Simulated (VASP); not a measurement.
Input of a VASP 6.6.1 run:

Contents of INCAR:

```
SYSTEM = ZrZnCl6
PREC = Accurate
ENCUT = 520
EDIFF = 1E-6
ISMEAR = -1
SIGMA = 0.03
LREAL = .False.
LASPH = .True.
NELM = 60
ALGO = Normal
ISIF = 2
LWAVE = .False.
LCHARG = .False.
GGA = PS
NBANDS = 43
```

The input KPOINTS:

```
regular mesh
0
Gamma
  4 4 4
  0 0 0
```

POSCAR

```
ZrZnCl6
1.0
    3.0837957663      1.7804303158      5.6028131834
   -3.0837957663      1.7804303158      5.6028131834
    0.0000000000     -3.5608606316      5.6028131834
Zr Zn Cl
1 1 6
Direct
    0.5000000000      0.5000000000      0.5000000000
    0.0000000000      0.0000000000      0.0000000000
    0.5978751657      0.9039588609      0.2497164600
    0.9039588609      0.2497164600      0.5978751657
    0.7502835400      0.4021248343      0.0960411391
    0.0960411391      0.7502835400      0.4021248343
    0.4021248343      0.0960411391      0.7502835400
    0.2497164600      0.5978751657      0.9039588609
```

Potentials or basis: VASP PAW PBE potentials, release 64 (Zr_sv, Zn, Cl).

Launch:

```console
$ cat potpaw_PBE.64/Zr_sv/POTCAR potpaw_PBE.64/Zn/POTCAR potpaw_PBE.64/Cl/POTCAR > POTCAR
$ mpirun -np 1 vasp_std > vasp.out
```

(1) Estimate the pressure.

(2) Predict the band gap on the k mesh.

(3) Estimate the largest force.

## Answers

(1) 0.0 GPa.

(2) 2.75 eV (least direct gap 2.92 eV).

(3) 0.007 eV/Å.

Caveat: the PAW data sets were made with another functional, which shifts forces and pressure a little.
